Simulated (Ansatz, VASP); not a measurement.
# One calculation of Zn, two programs

```
CELL_PARAMETERS angstrom
2.54893 0.00000 0.00000
-1.27447 2.20744 0.00000
0.00000 0.00000 4.86216
ATOMIC_POSITIONS crystal
Zn 0.33333 0.66667 0.25000
Zn 0.66667 0.33333 0.75000
```

Alike in both runs: functional LDA; k mesh 15 × 15 × 8; occupations gaussian, width 0.1 eV; no spin polarisation.

Ansatz relaxed the structure, and its values are those at the end. VASP's run is a single point on that final structure, the one shown.

```csv
,VASP,Ansatz
version,VASP 6.6.1,Ansatz 0.2.0
potentials or method,"VASP PAW LDA potentials, release 64 (Zn), cutoff 520 eV","scalar-relativistic, plane waves, PAW"
valence electrons in the cell,24,24
```

|  | VASP | Ansatz | Ansatz less VASP |
| --- | --- | --- | --- |
| gap on the k mesh at the Fermi level (eV) | none | none | - |
| pressure (GPa) | 0.8 | 0.0 | -0.75 |

Ansatz warns that its potentials were made for another functional, while VASP's fit it. LDA's correlation is that of Perdew and Zunger in VASP and of Perdew and Wang (1992) in Ansatz. A gap of «none» marks a metal or a gap that the smearing closes.
